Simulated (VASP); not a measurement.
Here is a VASP 6.6.1 calculation.

Contents of INCAR:

```
SYSTEM = Ca
PREC = Accurate
ENCUT = 520
EDIFF = 1E-6
ISMEAR = -1
SIGMA = 0.1
LREAL = .FALSE.
LASPH = .TRUE.
NELM = 100
ALGO = Normal
ISIF = 2
LWAVE = .FALSE.
LCHARG = .FALSE.
GGA = RE
NBANDS = 11
```

File KPOINTS:

```
Automatic mesh
0
G
  11 11 11
  0 0 0
```

The input POSCAR:

```
Ca
1.0
   -2.1932496504      2.1932496504      2.1932496504
    2.1932496504     -2.1932496504      2.1932496504
    2.1932496504      2.1932496504     -2.1932496504
Ca
1
Direct
    0.0000000000      0.0000000000      0.0000000000
```

Potentials or basis: VASP PAW PBE potentials, release 64 (Ca_sv).

Command:

```bash
$ cat potpaw_PBE.64/Ca_sv/POTCAR > POTCAR
$ mpirun -np 1 vasp_std > vasp.out
```

Problem. Estimate the pressure.

Solution. 0.7 GPa.

Problem. What does it give for the band gap on the k mesh?

Solution. Zero (band 5 reaches 2.37 eV, above the bottom of band 6 at 2.05 eV).

Caveat: the PAW data sets were made with another functional, which shifts forces and pressure a little.
